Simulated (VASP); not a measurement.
## C: single point with BLYP

The system is C.

```
C
1.0
     4.02781    0.00000    0.00000
     0.00000    4.02781    0.00000
     0.00000    0.00000    4.02781
C
8
Direct
  0.00000 0.00000 0.00000
  0.50000 0.50000 0.50000
  0.25000 0.00000 0.50000
  0.75000 0.00000 0.50000
  0.50000 0.25000 0.00000
  0.50000 0.75000 0.00000
  0.00000 0.50000 0.25000
  0.00000 0.50000 0.75000
```

* Program: VASP 6.6.1
* Task: single point
* Functional: BLYP
* Potentials or basis: VASP PAW PBE potentials, release 64 (C)
* Cutoff: 520 eV
* k mesh: 8 × 8 × 8
* Occupations: fermi-dirac, width 0.1 eV
* Spin: no spin polarisation

* Pressure: 0.7 GPa
* Band gap on the k mesh: zero (band 16 reaches 7.49 eV, above the bottom of band 17 at 5.30 eV)

Levels at points of the mesh, in eV from the Fermi level:
| k point | band 13 | band 14 | band 15 | band 16 | band 17 | band 18 | band 19 | band 20 |
| --- | --- | --- | --- | --- | --- | --- | --- | --- |
| (0.00, 0.00, 0.00) | -3.16 | -2.52 | -2.52 | -2.52 | -0.72 | -0.49 | -0.49 | -0.49 |
| (0.50, 0.00, 0.00) | -2.13 | -2.13 | -0.88 | -0.88 | 0.06 | 0.06 | 0.86 | 0.86 |
| (0.50, 0.50, 0.00) | -0.58 | -0.41 | 0.37 | 0.37 | 0.54 | 0.54 | 1.29 | 1.68 |
| (0.50, 0.50, 0.50) | 0.17 | 0.17 | 1.02 | 1.02 | 1.94 | 1.94 | 1.94 | 1.94 |

Wall time 2.3 min on 1 thread of AMD EPYC 7R13, on a shared host, peak memory 0.15 GiB.

Caveat: the PAW data sets were made with another functional, which shifts forces and pressure a little.
